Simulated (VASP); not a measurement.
# TiB (I-4m2) in VASP: a series of runs

The runs below take TiB through single point, with PBEsol.

Everything below comes from runs of VASP 6.6.1. Logs are shortened: lines on timing, memory, paths and dates and some standing lists are left out, and cuts for length are marked.

### 1 The cell of the first run

The structure is tetragonal, space group I-4m2 (No. 119). The conventional cell has a = 2.971 Å, b = 2.971 Å, c = 4.076 Å, α = 90.00°, β = 90.00°, γ = 90.00°. Ti (site symmetry -4m2) has 4 B at 1.80 Å within 2.4 Å. B (site symmetry -4m2) has 4 Ti at 1.80 Å within 2.4 Å.

### 2 Single point, PBEsol (strain -0.0300 x Voigt [0, 0, 1, 0, 0, 0])

The input, INCAR:

```
SYSTEM = TiB
ALGO = Normal
EDIFF = 1E-6
ENCUT = 520
GGA = PS
ISIF = 2
ISMEAR = 0
LASPH = .TRUE.
LCHARG = .FALSE.
LREAL = .FALSE.
LWAVE = .FALSE.
NBANDS = 14
NELM = 60
PREC = Accurate
SIGMA = 0.15
```

The input, KPOINTS:

```
k-points
0
G
  20 20 20
  0 0 0
```

The input, POSCAR:

```
TiB
1.0
    0.0000000000      2.1010000000      2.0379700000
    2.1010000000      0.0000000000      2.0379700000
    2.1010000000      2.1010000000      0.0000000000
Ti B
1 1
Direct
    0.7500000000      0.7500000000      0.7500000000
    0.0000000000      0.0000000000      0.0000000000
```

Potentials or basis: VASP PAW PBE potentials, release 64 (Ti_sv, B).

On the command line:

```bash
$ cat potpaw_PBE.64/Ti_sv/POTCAR potpaw_PBE.64/B/POTCAR > POTCAR
$ mpirun -np 1 vasp_std > vasp.out
```

OUTCAR:

```text
SYSTEM = TiB
   EDIFF = 1E-6
   ENCUT = 520
   GGA = PS
   ISIF = 2
   ISMEAR = 0
   LASPH = .TRUE.
   LREAL = .FALSE.
   NELM = 60
   PREC = Accurate

 ion  position               nearest neighbor table
   1  0.750  0.750  0.750-   2 1.80   2 1.80   2 1.80   2 1.80
   2  0.000  0.000  0.000-   1 1.80   1 1.80   1 1.80   1 1.80

  LATTYP: Found a body centered tetragonal cell.
 ALAT       =     2.9712626945
 C/A-ratio  =     1.3717871555

  Lattice vectors:

 A1 = (   0.0000000000,  -2.1010000000,  -2.0379700000)
 A2 = (   0.0000000000,   2.1010000000,  -2.0379700000)
 A3 = (   2.1010000000,   0.0000000000,   2.0379700000)

Analysis of symmetry for initial positions (statically):
=====================================================================
 Subroutine PRICEL returns:
 Original cell was already a primitive cell.

 Routine SETGRP: Setting up the symmetry group for a
 body centered tetragonal supercell.

 Subroutine GETGRP returns: Found  8 space group operations
 (whereof  8 operations were pure point group operations)
 out of a pool of 16 trial point group operations.

The static configuration has the point symmetry D_2d.

Analysis of symmetry for dynamics (positions and initial velocities):
=====================================================================
 Subroutine PRICEL returns:
 Original cell was already a primitive cell.

 Routine SETGRP: Setting up the symmetry group for a
 body centered tetragonal supercell.

 Subroutine GETGRP returns: Found  8 space group operations
 (whereof  8 operations were pure point group operations)
 out of a pool of 16 trial point group operations.

The dynamic configuration has the point symmetry D_2d.

 Subroutine INISYM returns: Found  8 space group operations
 (whereof  8 operations are pure point group operations),
 and found     1 'primitive' translations

----------------------------------------------------------------------------------------

                                     Primitive cell

  volume of cell :      17.9920

  direct lattice vectors                    reciprocal lattice vectors
     0.000000000  2.101000000  2.037970000    -0.237981913  0.237981913  0.245342179
     2.101000000  0.000000000  2.037970000     0.237981913 -0.237981913  0.245342179
     2.101000000  2.101000000  0.000000000     0.237981913  0.237981913 -0.245342179

  length of vectors
     2.927033092  2.927033092  2.971262695     0.416489576  0.416489576  0.416489576

  position of ions in fractional coordinates (direct lattice)
     0.750000000  0.750000000  0.750000000
     0.000000000  0.000000000  0.000000000

  ion indices of the primitive-cell ions
   primitive index   ion index
                 1           1
                 2           2

----------------------------------------------------------------------------------------

 KPOINTS: k-points

Automatic generation of k-mesh.
 Grid dimensions read from file:
 generate k-points for:   20   20   20

 Generating k-lattice:

  Cartesian coordinates                     Fractional coordinates (reciprocal lattice)
    -0.011899096  0.011899096  0.012267109     0.050000000  0.000000000  0.000000000
     0.011899096 -0.011899096  0.012267109     0.000000000  0.050000000  0.000000000
     0.011899096  0.011899096 -0.012267109    -0.000000000 -0.000000000  0.050000000

  Length of vectors
     0.020824479  0.020824479  0.020824479

  Shift w.r.t. Gamma in fractional coordinates (k-lattice)
     0.000000000  0.000000000  0.000000000

 Subroutine IBZKPT returns following result:
 ===========================================

 Found    641 irreducible k-points:

 Following reciprocal coordinates:
            Coordinates               Weight
  0.000000  0.000000  0.000000      1.000000
  0.050000 -0.000000  0.000000      8.000000
  0.100000  0.000000  0.000000      8.000000
  0.150000  0.000000  0.000000      8.000000
  0.200000  0.000000  0.000000      8.000000
  0.250000  0.000000  0.000000      8.000000
[... 16 lines left out ...]
 -0.400000  0.050000  0.000000      8.000000
 -0.350000  0.050000  0.000000      8.000000
 [... further k-points ...]
   k-points           NKPTS =    641   k-points in BZ     NKDIM =    641   number of bands    NBANDS=     14
   number of dos      NEDOS =    301   number of ions     NIONS =      2
   total plane-waves  NPLWV =  13824
   dimension x,y,z NGX =    24 NGY =   24 NGZ =   24
   dimension x,y,z NGXF=    48 NGYF=   48 NGZF=   48
   ions per type =               1   1
   NGX,Y,Z   is equivalent  to a cutoff of  13.63, 13.63, 13.43 a.u.
   NGXF,Y,Z  is equivalent  to a cutoff of  27.26, 27.26, 26.86 a.u.
 SYSTEM =  TiB
   PREC   = accura    normal or accurate (medium, high low for compatibility)
   ISTART =      0    job   : 0-new  1-cont  2-samecut
   ICHARG =      2    charge: 1-file 2-atom 10-const
   ISPIN  =      1    spin polarized calculation?
   LNONCOLLINEAR =      F non collinear calculations
   LSORBIT =      F    spin-orbit coupling
   LASPH  =      T    aspherical Exc in radial PAW
   ENCUT  =  520.0 eV  38.22 Ry    6.18 a.u.   5.44  5.44  5.52*2*pi/ulx,y,z
   NELM   =     60;   NELMIN=  2; NELMDL= -5     # of ELM steps
   EDIFF  = 0.1E-05   stopping-criterion for ELM
   LREAL  =      F    real-space projection
   EDIFFG = 0.1E-04   stopping-criterion for IOM
   NSW    =      0    number of steps for IOM
   IBRION =     -1    ionic relax: 0-MD 1-quasi-New 2-CG
   NFREE  =      0    steps in history (QN), initial steepest desc. (CG)
   ISIF   =      2    stress and relaxation
   ISYM   =      2    0-nonsym 1-usesym 2-fastsym
   POTIM  = 0.5000    time-step for ionic-motion
   TEBEG  =    0.0;   TEEND  =   0.0 temperature during run
   PSTRESS=    0.0 pullay stress
   NELECT =      15.0000    total number of electrons
   NUPDOWN=      -1.0000    fix difference up-down
   EMIN   =  10.00;   EMAX   =-10.00  energy-range for DOS
   EFERMI =   0.00;   METHOD = LEGACY
   ISMEAR =     0;   SIGMA  =   0.15  broadening in eV -4-tet -1-fermi 0-gaus
   EFERMI_NEDOS =   21; number of points for ismear=-14 and -15
   IALGO  =     38    algorithm
   IMIX   =      4    mixing-type and parameters
     AMIX     =   0.40;   BMIX     =  1.00
     AMIX_MAG =   1.60;   BMIX_MAG =  1.00
  volume/ion in A,a.u.               =       9.00        60.71
  Fermi-wavevector in a.u.,A,eV,Ry     =   1.540797  2.911683 32.300964  2.374054
  Thomas-Fermi vector in A             =   2.646833
   LORBIT       =      0    0 simple, 1 ext, 2 COOP (PROOUT), +10 PAW based schemes
   GGA     = PS    functional components
   LHFCALC =     F    Hartree Fock is set to
   AEXX    =    0.0000 exact exchange contribution
   IVDW    =     0    specifies the selected vdW correction
   LEPSILON=     F    determine dielectric tensor
   LRPA    =     F    only Hartree local field effects (RPA)
 non-spin polarized calculation
 Gauss-broadening in eV      SIGMA  =   0.15
  energy-cutoff  :      520.00
  volume of cell :       17.99
 maximum number of plane-waves:       515
 NGX is ok and might be reduce to    24
   NGX = 11   NGY = 11   NGZ = 11

 number of electron      14.9999996 magnetization

 Free energy of the ion-electron system (eV)
  ---------------------------------------------------
  ext. energy  EPLUGINS =         0.00000000
  ---------------------------------------------------
  free energy    TOTEN  =       -10.69847382 eV

  energy without entropy =      -10.69005147  energy(sigma->0) =      -10.69426265

 E-fermi :   9.5424     XC(G=0): -13.0651

 val. band max:        9.5398256666   @ k =  -0.2000   0.5000   0.3000
 cond. band min:       9.5439160593   @ k =  -0.4500   0.0000   0.3500
 fundamental gap:      0.0040903927
 Fermi energy:         9.5424167962

 k-point     1 :       0.0000    0.0000    0.0000
  band No.  band energies     occupation
      1     -45.0382      2.00000
      2     -21.2216      2.00000
      3     -21.2216      2.00000
      4     -21.1908      2.00000
      5       0.4682      2.00000
      6       7.4961      2.00000
      7       7.4961      2.00000
      8       7.6025      2.00000
      9      12.6730      0.00000
     10      13.0326      0.00000
     11      22.1191      0.00000
     12      22.4233      0.00000
     13      22.4233      0.00000
     14      22.9061      0.00000

 k-point     2 :       0.0500   -0.0000    0.0000
  band No.  band energies     occupation
      1     -45.0350      2.00000
      2     -21.2394      2.00000
      3     -21.2252      2.00000
      4     -21.1983      2.00000
      5       0.5424      2.00000
      6       7.4827      2.00000
      7       7.5281      2.00000
      8       7.6215      2.00000
      9      12.6434      0.00000
     10      12.9962      0.00000
     11      22.1129      0.00000
     12      22.4372      0.00000
     13      22.4599      0.00000
     14      22.8705      0.00000

 k-point     3 :       0.1000    0.0000    0.0000
  band No.  band energies     occupation
      1     -45.0255      2.00000
      2     -21.3008      2.00000
      3     -21.2357      2.00000
      4     -21.2102      2.00000
      5       0.7603      2.00000
      6       7.4135      2.00000
      7       7.6178      2.00000
      8       7.7075      2.00000
      9      12.5705      0.00000
     10      12.9022      0.00000
     11      21.8231      0.00000
     12      22.5398      0.00000
     13      22.6554      0.00000
     14      22.8411      0.00000

 k-point     4 :       0.1500    0.0000    0.0000
  band No.  band energies     occupation
      1     -45.0108      2.00000
      2     -21.4001      2.00000
      3     -21.2520      2.00000
      4     -21.2241      2.00000
      5       1.1083      2.00000
      6       7.2979      2.00000
      7       7.7465      2.00000
      8       7.8504      2.00000
      9      12.4964      0.00000
     10      12.7909      0.00000
     11      21.2042      0.00000
     12      22.5830      0.00000
     13      22.7441      0.00000
     14      23.1290      0.00000

 k-point     5 :       0.2000    0.0000    0.0000
  band No.  band energies     occupation
      1     -44.9922      2.00000
      2     -21.5245      2.00000
      3     -21.2725      2.00000
      4     -21.2404      2.00000
      5       1.5632      2.00000
      6       7.1646      2.00000
      7       7.8855      2.00000
      8       8.0176      2.00000
      9      12.4759      0.00000
     10      12.7157      0.00000
     11      20.3705      0.00000
[... 276 lines left out ...]
 k-point    22 :      -0.4500    0.0500    0.0000
  band No.  band energies     occupation
      1     -44.9037      2.00000
      2     -22.0704      2.00000
      3     -21.3674      2.00000
      4     -21.3312      2.00000
      5       3.9433      2.00000
      6       7.0596      2.00000
      7       8.1429      2.00000
      8       8.3657      2.00000
      9      13.7129      0.00000
     10      13.7826      0.00000
     11      15.7022      0.00000
     12      19.8706      0.00000
     13      20.0371      0.00000
     14      22.1212      0.00000

 k-point    23 :      -0.4000    0.0500    0.0000
  band No.  band energies     occupation
      1     -44.9115      2.00000
      2     -22.0232      2.00000
      3     -21.3554      2.00000
      4     -21.3285      2.00000
      5       3.7340      2.00000
      6       7.0018      2.00000
      7       8.1513      2.00000
      8       8.3620      2.00000
      9      13.3499      0.00000
     10      13.6841      0.00000
     11      16.1523      0.00000
     12      20.1007      0.00000
     13      20.5296      0.00000
     14      22.2973      0.00000

 k-point    24 :      -0.3500    0.0500    0.0000
  band No.  band energies     occupation
      1     -44.9250      2.00000
      2     -21.9409      2.00000
      3     -21.3379      2.00000
      4     -21.3202      2.00000
      5       3.3613      2.00000
      6       6.9540      2.00000
      7       8.1549      2.00000
      8       8.3437      2.00000
      9      12.9315      0.00000
     10      13.4531      0.00000
     11      16.9259      0.00000
     12      20.5583      0.00000
     13      21.1613      0.00000
     14      22.6120      0.00000

 [... further k-points ...]
[... 5 lines left out ...]
  --------------------------------------------------------------------------------------
  -------------------------------------------------------------------------------------
  Total       14.3853127     14.3853127     13.4944128      0.0000000      0.0000000      0.0000000
  in kB     1281.0025719   1281.0025719   1201.6685234      0.0000000      0.0000000      0.0000000
  external PRESSURE =    1254.5578891 kB  Pullay stress =       0.0000000 kB

 VOLUME and BASIS-vectors are now :
 -----------------------------------------------------------------------------
  energy-cutoff  :      520.00
  volume of cell :       17.99
      direct lattice vectors                 reciprocal lattice vectors
     0.000000000  2.101000000  2.037970000    -0.237981913  0.237981913  0.245342179
     2.101000000  0.000000000  2.037970000     0.237981913 -0.237981913  0.245342179
     2.101000000  2.101000000  0.000000000     0.237981913  0.237981913 -0.245342179

 POSITION                                       TOTAL-FORCE (eV/Angst)
 -----------------------------------------------------------------------------------
      3.15150      3.15150      3.05696         0.000000      0.000000      0.000000
      0.00000      0.00000      0.00000        -0.000000     -0.000000      0.000000
 -----------------------------------------------------------------------------------
    total drift:                                0.000002      0.000002     -0.000002

  FREE ENERGIE OF THE ION-ELECTRON SYSTEM (eV)
  ---------------------------------------------------
  free  energy   TOTEN  =       -10.6984738246 eV

  energy  without entropy=      -10.6900514676  energy(sigma->0) =      -10.69426265
```

Run time: 86 s. Hardware: 1 thread of Intel Xeon 6975P-C, shared host; peak memory 0.29 GiB.

Results:

* Free energy: -10.6985 eV
* Pressure: 125.5 GPa

Caveat: the cell differs from its parent crystal (strain -0.0300 x Voigt [0, 0, 1, 0, 0, 0]); the PAW data sets were made with another functional, which shifts forces and pressure a little.

### 3 Single point, PBEsol (strain -0.0150 x Voigt [0, 0, 1, 0, 0, 0])

The input, INCAR:

```
  PREC = Accurate
  ENCUT = 520
  EDIFF = 1E-6
  ISMEAR = 0
  SIGMA = 0.15
  LREAL = False
  LASPH = True
  NELM = 100
  ALGO = Normal
  ISIF = 2
  LWAVE = False
  LCHARG = False
  GGA = PS
  NBANDS = 14
```

The input, KPOINTS:

```
Automatic mesh
0
Gamma
  20 20 20
```

The input, POSCAR:

```
TiB
1.0
    0.0000000000      2.1010000000      2.0694850000
    2.1010000000      0.0000000000      2.0694850000
    2.1010000000      2.1010000000      0.0000000000
Ti B
1 1
Direct
    0.7500000000      0.7500000000      0.7500000000
    0.0000000000      0.0000000000      0.0000000000
```

Potentials or basis: VASP PAW PBE potentials, release 64 (Ti_sv, B).

On the command line:

```bash
$ cat potpaw_PBE.64/Ti_sv/POTCAR potpaw_PBE.64/B/POTCAR > POTCAR
$ mpirun -np 1 vasp_std > vasp.out
```

Wall time 80 s (1 thread of Intel Xeon 6975P-C, shared host); peak memory 0.29 GiB.

The run converged. Its results:

```
Free energy : -10.9039 eV
Pressure    : 118.6 GPa
```

Stress tensor (GPa, compression positive):
```
119.87   0.00   0.00
  0.00 119.87   0.00
  0.00   0.00 116.20
```

Levels at points of the mesh, in eV from the Fermi level:
| k point | band 4 | band 5 | band 6 | band 7 | band 8 | band 9 | band 10 | band 11 | band 12 | band 13 |
| --- | --- | --- | --- | --- | --- | --- | --- | --- | --- | --- |
| (0.00, 0.00, 0.00) | -30.78 | -9.04 | -1.98 | -1.98 | -1.93 | 3.20 | 3.38 | 12.43 | 12.84 | 12.84 |
| (0.50, 0.00, 0.00) | -30.90 | -5.60 | -2.46 | -1.34 | -1.19 | 4.20 | 4.27 | 6.04 | 10.22 | 10.25 |
| (0.50, 0.50, 0.00) | -31.13 | -4.82 | -4.25 | 1.24 | 1.92 | 1.92 | 4.78 | 6.20 | 6.20 | 7.78 |
| (0.50, 0.00, 0.50) | -31.10 | -4.82 | -4.21 | 1.01 | 1.94 | 2.05 | 4.79 | 6.16 | 6.30 | 7.61 |

Caveat: the cell differs from its parent crystal (strain -0.0150 x Voigt [0, 0, 1, 0, 0, 0]); the PAW data sets were made with another functional, which shifts forces and pressure a little.

### 4 Single point, PBEsol (strain +0.0150 x Voigt [0, 0, 1, 0, 0, 0])

The input, INCAR:

```
  ALGO = Normal
  EDIFF = 1E-6
  ENCUT = 520
  GGA = PS
  ISIF = 2
  ISMEAR = 0
  LASPH = T
  LCHARG = F
  LREAL = F
  LWAVE = F
  NBANDS = 14
  NELM = 80
  PREC = Accurate
  SIGMA = 0.15
```

The input, KPOINTS:

```
k-points
0
Gamma
  20 20 20
```

The input, POSCAR:

```
TiB
1.0
    0.0000000000      2.1010000000      2.1325150000
    2.1010000000      0.0000000000      2.1325150000
    2.1010000000      2.1010000000      0.0000000000
Ti B
1 1
Direct
    0.7500000000      0.7500000000      0.7500000000
    0.0000000000      0.0000000000      0.0000000000
```

On the command line:

```bash
$ cat potpaw_PBE.64/Ti_sv/POTCAR potpaw_PBE.64/B/POTCAR > POTCAR
$ mpirun -np 1 vasp_std > vasp.out
```

Wall time 84 s (1 thread of Intel Xeon 6975P-C, shared host); peak memory 0.29 GiB.

It converged, with:

```yaml
Free_energy: -11.2937 eV
Pressure: 106.0 GPa
```

Stress tensor (GPa, compression positive):
```
104.96   0.00   0.00
  0.00 104.96   0.00
  0.00   0.00 108.05
```

Levels at points of the mesh, in eV from the Fermi level:
| k point | band 4 | band 5 | band 6 | band 7 | band 8 | band 9 | band 10 | band 11 | band 12 | band 13 |
| --- | --- | --- | --- | --- | --- | --- | --- | --- | --- | --- |
| (0.00, 0.00, 0.00) | -30.86 | -8.98 | -1.92 | -1.87 | -1.87 | 3.14 | 3.31 | 12.14 | 12.49 | 12.72 |
| (0.50, 0.00, 0.00) | -30.97 | -5.59 | -2.50 | -1.28 | -1.14 | 4.09 | 4.15 | 5.83 | 9.94 | 9.99 |
| (0.50, 0.50, 0.00) | -31.15 | -4.67 | -4.23 | 0.87 | 1.93 | 1.93 | 4.67 | 6.06 | 6.06 | 7.27 |
| (0.50, 0.00, 0.50) | -31.17 | -4.67 | -4.26 | 1.08 | 1.80 | 1.90 | 4.65 | 5.98 | 6.10 | 7.44 |

Caveat: the cell differs from its parent crystal (strain +0.0150 x Voigt [0, 0, 1, 0, 0, 0]); the PAW data sets were made with another functional, which shifts forces and pressure a little.

### 5 Single point, PBEsol (strain +0.0300 x Voigt [0, 0, 1, 0, 0, 0])

The input, INCAR:

```
SYSTEM = TiB
PREC = Accurate ; ENCUT = 520
EDIFF = 1E-7 ; ISMEAR = 0
SIGMA = 0.15 ; LREAL = .FALSE.
LASPH = .TRUE. ; NELM = 80
ALGO = Normal ; ISIF = 2
LWAVE = .FALSE. ; LCHARG = .TRUE.
GGA = PS ; LELF = .TRUE.
LVHAR = .TRUE. ; NBANDS = 14
```

The input, KPOINTS:

```
Automatic mesh
0
G
  20 20 20
  0 0 0
```

The input, POSCAR:

```
TiB
1.0
    0.0000000000      2.1010000000      2.1640300000
    2.1010000000      0.0000000000      2.1640300000
    2.1010000000      2.1010000000      0.0000000000
Ti B
1 1
Direct
    0.7500000000      0.7500000000      0.7500000000
    0.0000000000      0.0000000000      0.0000000000
```

On the command line:

```bash
$ cat potpaw_PBE.64/Ti_sv/POTCAR potpaw_PBE.64/B/POTCAR > POTCAR
$ mpirun -np 1 vasp_std > vasp.out
```

Run time: 79 s. Hardware: 1 thread of Intel Xeon 6975P-C, shared host; peak memory 0.29 GiB.

It converged, with:

* Free energy: -11.4777 eV
* Pressure: 99.9 GPa

Stress tensor (GPa, compression positive):
```
 98.04   0.00   0.00
  0.00  98.04   0.00
  0.00   0.00 103.70
```

Levels at points of the mesh, in eV from the Fermi level:
| k point | band 6 | band 7 | band 8 | band 9 | band 10 | band 11 |
| --- | --- | --- | --- | --- | --- | --- |
| (0.00, 0.00, 0.00) | -1.92 | -1.81 | -1.81 | 3.01 | 3.35 | 12.00 |
| (0.50, 0.00, 0.00) | -2.53 | -1.31 | -1.04 | 4.00 | 4.11 | 5.74 |
| (0.50, 0.50, 0.00) | -4.24 | 0.70 | 1.93 | 1.93 | 4.62 | 5.98 |
| (0.50, 0.00, 0.50) | -4.28 | 1.11 | 1.67 | 1.87 | 4.56 | 5.83 |

Caveat: the cell differs from its parent crystal (strain +0.0300 x Voigt [0, 0, 1, 0, 0, 0]); the PAW data sets were made with another functional, which shifts forces and pressure a little.

(Continued in part 2 of 2.)
